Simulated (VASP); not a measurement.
Write the native input for VASP 6.6.1 that does the following.

* Task: single point
* Functional: PBE
* Dispersion: D3(BJ)
* Potentials or basis: VASP PAW PBE potentials, release 64 (Te, Mo_sv)
* Cutoff: 520 eV
* k mesh: 10 × 10 × 2
* Occupations: gaussian, width 0.05 eV
* Spin: no spin polarisation
* Dipole correction: no
* Further INCAR settings: ALGO = Normal; EDIFF = 1e-06; NBANDS = 35

The structure of Te2Mo lies in POSCAR:

```
Te2Mo
1.0
    3.4802515699      0.0000000000      0.0000000000
   -1.7401257850      3.0139862711      0.0000000000
    0.0000000000      0.0000000000     13.5522694473
Te Mo
4 2
Direct
    0.3333333333      0.6666666667      0.6157582288
    0.6666666667      0.3333333333      0.1157582288
    0.3333333333      0.6666666667      0.8842417712
    0.6666666667      0.3333333333      0.3842417712
    0.3333333333      0.6666666667      0.2500000000
    0.6666666667      0.3333333333      0.7500000000
```

One way to write it, as run:

INCAR

```
SYSTEM = Te2Mo
PREC = Accurate ; ENCUT = 520
EDIFF = 1E-6 ; ISMEAR = 0
SIGMA = 0.05 ; LREAL = .False.
LASPH = .True. ; NELM = 80
ALGO = Normal ; ISIF = 2
LWAVE = .False. ; LCHARG = .False.
GGA = PE ; IVDW = 12
NBANDS = 35
```

KPOINTS

```
regular mesh
0
Gamma
  10 10 2
  0 0 0
```

Potentials or basis: VASP PAW PBE potentials, release 64 (Te, Mo_sv).

The run is started by

```sh
$ cat potpaw_PBE.64/Te/POTCAR potpaw_PBE.64/Mo_sv/POTCAR > POTCAR
$ mpirun -np 1 vasp_std > vasp.out
```

It gave:

```json
{"Pressure": "1.0 GPa", "Largest force": "0.016 eV/Å", "Band gap on the k mesh": "0.50 eV (least direct gap 1.11 eV)", "Dispersion energy per atom": "-0.565 eV"}
```

Caveat: spin-orbit coupling is left out, which moves the levels of the heavy elements.

Run time: 2.4 min on 1 thread of AMD EPYC 7R43 64-Core Processor (Zen 3), on a shared host, peak memory 0.31 GiB.
